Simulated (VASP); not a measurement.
# Sb (Im-3m) in VASP: settings compared, part 2 of 3

VASP 6.6.1.

### Step 3. Single point, PBEsol+D4

This run uses another cell than the first one, of 25.46 Å³/atom, 1.021 times its volume.

Contents of INCAR:

```
SYSTEM = Sb
  ALGO = Normal
  EDIFF = 1E-6
  ENCUT = 520
  GGA = PS
  ISIF = 2
  ISMEAR = -1
  IVDW = 13
  LASPH = .TRUE.
  LCHARG = .TRUE.
  LELF = .TRUE.
  LREAL = .FALSE.
  LVHAR = .TRUE.
  LWAVE = .FALSE.
  NBANDS = 8
  NELM = 100
  PREC = Accurate
  SIGMA = 0.05
```

Contents of KPOINTS:

```
k-points
0
G
  10 10 10
  0 0 0
```

Contents of POSCAR:

```
Sb
1.0
   -1.8532050404      1.8532050404      1.8532050404
    1.8532050404     -1.8532050404      1.8532050404
    1.8532050404      1.8532050404     -1.8532050404
Sb
1
Direct
    0.0000000000      0.0000000000      0.0000000000
```

Potentials or basis: VASP PAW PBE potentials, release 64 (Sb).

On the command line:

```console
$ cat potpaw_PBE.64/Sb/POTCAR > POTCAR
$ mpirun -np 1 vasp_std > vasp.out
```

OUTCAR:

```text
SYSTEM = Sb
   EDIFF = 1E-6
   ENCUT = 520
   GGA = PS
   ISIF = 2
   ISMEAR = -1
   IVDW = 13
   LASPH = .TRUE.
   LREAL = .FALSE.
   NELM = 100
   PREC = Accurate

 ion  position               nearest neighbor table
   1  0.000  0.000  0.000-

  LATTYP: Found a body centered cubic cell.
 ALAT       =     3.7064100808

  Lattice vectors:

 A1 = (  -1.8532050404,   1.8532050404,   1.8532050404)
 A2 = (   1.8532050404,  -1.8532050404,   1.8532050404)
 A3 = (   1.8532050404,   1.8532050404,  -1.8532050404)

Analysis of symmetry for initial positions (statically):
=====================================================================
 Subroutine PRICEL returns:
 Original cell was already a primitive cell.

 Routine SETGRP: Setting up the symmetry group for a
 body centered cubic supercell.

 Subroutine GETGRP returns: Found 48 space group operations
 (whereof 48 operations were pure point group operations)
 out of a pool of 48 trial point group operations.

The static configuration has the point symmetry O_h .

Analysis of symmetry for dynamics (positions and initial velocities):
=====================================================================
 Subroutine PRICEL returns:
 Original cell was already a primitive cell.

 Routine SETGRP: Setting up the symmetry group for a
 body centered cubic supercell.

 Subroutine GETGRP returns: Found 48 space group operations
 (whereof 48 operations were pure point group operations)
 out of a pool of 48 trial point group operations.

The dynamic configuration has the point symmetry O_h .

 Subroutine INISYM returns: Found 48 space group operations
 (whereof 48 operations are pure point group operations),
 and found     1 'primitive' translations

----------------------------------------------------------------------------------------

                                     Primitive cell

  volume of cell :      25.4584

  direct lattice vectors                    reciprocal lattice vectors
    -1.853205040  1.853205040  1.853205040     0.000000000  0.269802849  0.269802849
     1.853205040 -1.853205040  1.853205040     0.269802849  0.000000000  0.269802849
     1.853205040  1.853205040 -1.853205040     0.269802849  0.269802849  0.000000000

  length of vectors
     3.209845287  3.209845287  3.209845287     0.381558848  0.381558848  0.381558848

  position of ions in fractional coordinates (direct lattice)
     0.000000000  0.000000000  0.000000000

  ion indices of the primitive-cell ions
   primitive index   ion index
                 1           1

----------------------------------------------------------------------------------------

 KPOINTS: k-points

Automatic generation of k-mesh.
 Grid dimensions read from file:
 generate k-points for:   10   10   10

 Generating k-lattice:

  Cartesian coordinates                     Fractional coordinates (reciprocal lattice)
     0.000000000  0.026980285  0.026980285     0.100000000  0.000000000  0.000000000
     0.026980285  0.000000000  0.026980285     0.000000000  0.100000000  0.000000000
     0.026980285  0.026980285  0.000000000     0.000000000  0.000000000  0.100000000

  Length of vectors
     0.038155885  0.038155885  0.038155885

  Shift w.r.t. Gamma in fractional coordinates (k-lattice)
     0.000000000  0.000000000  0.000000000

 Subroutine IBZKPT returns following result:
 ===========================================

 Found     47 irreducible k-points:

 Following reciprocal coordinates:
            Coordinates               Weight
  0.000000  0.000000  0.000000      1.000000
  0.100000  0.000000  0.000000     12.000000
  0.200000  0.000000  0.000000     12.000000
  0.300000  0.000000  0.000000     12.000000
  0.400000  0.000000  0.000000     12.000000
  0.500000  0.000000  0.000000      6.000000
[... 16 lines left out ...]
  0.300000  0.300000  0.100000      8.000000
 -0.300000  0.300000  0.100000     24.000000
 [... further k-points ...]
   k-points           NKPTS =     47   k-points in BZ     NKDIM =     47   number of bands    NBANDS=      8
   number of dos      NEDOS =    301   number of ions     NIONS =      1
   total plane-waves  NPLWV =  13824
   dimension x,y,z NGX =    24 NGY =   24 NGZ =   24
   dimension x,y,z NGXF=    48 NGYF=   48 NGZF=   48
   ions per type =               1
   NGX,Y,Z   is equivalent  to a cutoff of  12.43, 12.43, 12.43 a.u.
   NGXF,Y,Z  is equivalent  to a cutoff of  24.86, 24.86, 24.86 a.u.
 SYSTEM =  Sb
   PREC   = accura    normal or accurate (medium, high low for compatibility)
   ISTART =      0    job   : 0-new  1-cont  2-samecut
   ICHARG =      2    charge: 1-file 2-atom 10-const
   ISPIN  =      1    spin polarized calculation?
   LNONCOLLINEAR =      F non collinear calculations
   LSORBIT =      F    spin-orbit coupling
   LASPH  =      T    aspherical Exc in radial PAW
   ENCUT  =  520.0 eV  38.22 Ry    6.18 a.u.   5.97  5.97  5.97*2*pi/ulx,y,z
   NELM   =    100;   NELMIN=  2; NELMDL= -5     # of ELM steps
   EDIFF  = 0.1E-05   stopping-criterion for ELM
   LREAL  =      F    real-space projection
   EDIFFG = 0.1E-04   stopping-criterion for IOM
   NSW    =      0    number of steps for IOM
   IBRION =     -1    ionic relax: 0-MD 1-quasi-New 2-CG
   NFREE  =      0    steps in history (QN), initial steepest desc. (CG)
   ISIF   =      2    stress and relaxation
   ISYM   =      2    0-nonsym 1-usesym 2-fastsym
   POTIM  = 0.5000    time-step for ionic-motion
   TEBEG  =    0.0;   TEEND  =   0.0 temperature during run
   PSTRESS=    0.0 pullay stress
   NELECT =       5.0000    total number of electrons
   NUPDOWN=      -1.0000    fix difference up-down
   EMIN   =  10.00;   EMAX   =-10.00  energy-range for DOS
   EFERMI =   0.00;   METHOD = LEGACY
   ISMEAR =    -1;   SIGMA  =   0.05  broadening in eV -4-tet -1-fermi 0-gaus
   EFERMI_NEDOS =   21; number of points for ismear=-14 and -15
   IALGO  =     38    algorithm
   IMIX   =      4    mixing-type and parameters
     AMIX     =   0.40;   BMIX     =  1.00
     AMIX_MAG =   1.60;   BMIX_MAG =  1.00
  volume/ion in A,a.u.               =      25.46       171.80
  Fermi-wavevector in a.u.,A,eV,Ry     =   0.951601  1.798264 12.320669  0.905544
  Thomas-Fermi vector in A             =   2.080086
   LORBIT       =      0    0 simple, 1 ext, 2 COOP (PROOUT), +10 PAW based schemes
   GGA     = PS    functional components
   LHFCALC =     F    Hartree Fock is set to
   AEXX    =    0.0000 exact exchange contribution
   IVDW    =    13    specifies the selected vdW correction
   LEPSILON=     F    determine dielectric tensor
   LRPA    =     F    only Hartree local field effects (RPA)
 non-spin polarized calculation
  energy-cutoff  :      520.00
  volume of cell :       25.46
 maximum number of plane-waves:       699
   NGX = 11   NGY = 11   NGZ = 11

 number of electron       5.0000000 magnetization

 Free energy of the ion-electron system (eV)
  ---------------------------------------------------
  ext. energy  EPLUGINS =         0.00000000
  ---------------------------------------------------
  free energy    TOTEN  =        -4.37051216 eV

  energy without entropy =       -4.36127599  energy(sigma->0) =       -4.36589407

 E-fermi :   9.0408     XC(G=0): -10.5728

 val. band max:        9.0372007194   @ k =   0.3000   0.1000   0.1000
 cond. band min:       9.1112189135   @ k =   0.5000   0.5000   0.3000
 fundamental gap:      0.0740181941
 Fermi energy:         9.0407503952

 k-point     1 :       0.0000    0.0000    0.0000
  band No.  band energies     occupation
      1      -4.2533      2.00000
      2      14.9925      0.00000
      3      14.9925      0.00000
      4      14.9925      0.00000
      5      19.8773      0.00000
      6      19.8773      0.00000
      7      19.8773      0.00000
      8      20.9021      0.00000
[... 243 lines left out ...]
 k-point    24 :      -0.3000    0.3000    0.1000
  band No.  band energies     occupation
      1      -2.0769      2.00000
      2       7.4008      2.00000
      3      11.1534      0.00000
      4      12.5635      0.00000
      5      16.8317      0.00000
      6      17.7568      0.00000
      7      18.9766      0.00000
      8      24.3212      0.00000

 [... further k-points ...]

------------------------ aborting loop because EDIFF is reached ----------------------------------------

  DFT-D4 for vdW energy calculation

  Edisp (eV):   -0.34394

  FORCE on cell =-STRESS in cart. coord.  units (eV):
  Direction    XX          YY          ZZ          XY          YZ          ZX
  --------------------------------------------------------------------------------------
  -------------------------------------------------------------------------------------
  Total      -0.00344    -0.00344    -0.00344    -0.00000     0.00000    -0.00000
  in kB      -0.21640    -0.21640    -0.21640    -0.00000     0.00000    -0.00000
  external pressure =       -0.22 kB  Pullay stress =        0.00 kB

 VOLUME and BASIS-vectors are now :
 -----------------------------------------------------------------------------
  energy-cutoff  :      520.00
  volume of cell :       25.46
      direct lattice vectors                 reciprocal lattice vectors
    -1.853205040  1.853205040  1.853205040     0.000000000  0.269802849  0.269802849
     1.853205040 -1.853205040  1.853205040     0.269802849  0.000000000  0.269802849
     1.853205040  1.853205040 -1.853205040     0.269802849  0.269802849  0.000000000

 POSITION                                       TOTAL-FORCE (eV/Angst)
 -----------------------------------------------------------------------------------
      0.00000      0.00000      0.00000         0.000000     -0.000000      0.000000
 -----------------------------------------------------------------------------------
    total drift:                                0.000000      0.000000      0.000000

  FREE ENERGIE OF THE ION-ELECTRON SYSTEM (eV)
  ---------------------------------------------------
  free  energy   TOTEN  =        -4.7144521028 eV

  energy  without entropy=       -4.7052159284  energy(sigma->0) =       -4.70983402
```

stdout:

```text
POSCAR found type information on POSCAR Sb
 POSCAR found :  1 types and       1 ions
 scaLAPACK will be used
 -----------------------------------------------------------------------------
|                                                                             |
|                                                                             |
|     You enforced a specific xc type in the INCAR file but a different       |
|     I HOPE YOU KNOW WHAT YOU ARE DOING!                                     |
|                                                                             |
 -----------------------------------------------------------------------------

 LDA part: xc-table for (Slater+PW92), standard interpolation
 POSCAR, INCAR and KPOINTS ok, starting setup
 FFT: planning ... GRIDC
 FFT: planning ... GRID_SOFT
 FFT: planning ... GRID
 WAVECAR not read
 entering main loop
```

Run time: 8.5 s. Hardware: 1 thread of Intel Xeon 8259CL, shared host; peak memory 0.14 GiB.

What came out:

```
Free energy                : -4.7145 eV
Pressure                   : 0.0 GPa
Dispersion energy per atom : -0.344 eV
```

Levels at points of the mesh, in eV from the Fermi level:
```tsv
k point	band 1	band 2	band 3	band 4	band 5	band 6
(0.00, 0.00, 0.00)	-13.29	5.95	5.95	5.95	10.84	10.84
(0.50, 0.00, 0.00)	-8.91	-5.94	1.83	3.93	6.63	7.03
(0.50, 0.50, 0.50)	-5.32	-2.11	-2.11	-2.11	2.85	2.85
```

Caveat: the PAW data sets were made with another functional, which shifts forces and pressure a little; spin-orbit coupling is left out, which moves the levels of the heavy elements; pairwise dispersion overbinds metals, which lowers pressure and volume.

(Part 2 of 3 ends here.)
